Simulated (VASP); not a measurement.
A run of VASP 6.6.1 is set up as follows.

File INCAR:

```
  PREC = Accurate
  ENCUT = 520
  EDIFF = 1E-6
  ISMEAR = 1
  SIGMA = 0.1
  LREAL = F
  LASPH = T
  NELM = 100
  ALGO = Normal
  ISIF = 2
  LWAVE = F
  LCHARG = F
  GGA = PE
  NBANDS = 28
```

File KPOINTS:

```
Automatic mesh
0
Gamma
  4 4 2
```

The input POSCAR:

```
La2O3
1.0
    3.8545328903      0.0294589352      0.0400064560
   -1.9017590740      3.4257205762     -0.0170883861
    0.0622033280      0.0052387022      5.8989890031
La O
2 3
Direct
    0.6651900000      0.3153500000      0.7641500000
    0.3094400000      0.6547100000      0.2508000000
    0.6331900000      0.3325100000      0.3454700000
    0.3551100000      0.6860800000      0.6438400000
    0.0044200000      0.0167600000      0.9826100000
```

Potentials or basis: VASP PAW PBE potentials, release 64 (La, O).

Command:

```sh
$ cat potpaw_PBE.64/La/POTCAR potpaw_PBE.64/O/POTCAR > POTCAR
$ mpirun -np 1 vasp_std > vasp.out
```

**Question.** Predict the largest force.

**Answer.** 0.959 eV/Å.

**Question.** Predict the pressure.

**Answer.** 8.1 GPa.

**Question.** What does it give for the band gap on the k mesh?

**Answer.** 3.82 eV (least direct gap 4.07 eV).

Forces on the atoms (eV/Å):
```
La  -0.191  0.500 -0.174
La  -0.237  0.553 -0.474
O    0.878 -0.383  0.056
O   -0.431 -0.543  0.143
O   -0.018 -0.127  0.449
```

Caveat: the k points lie up to 0.53 Å⁻¹ apart; spin-orbit coupling is left out, which moves the levels of the heavy elements. A k mesh can miss the band edges.
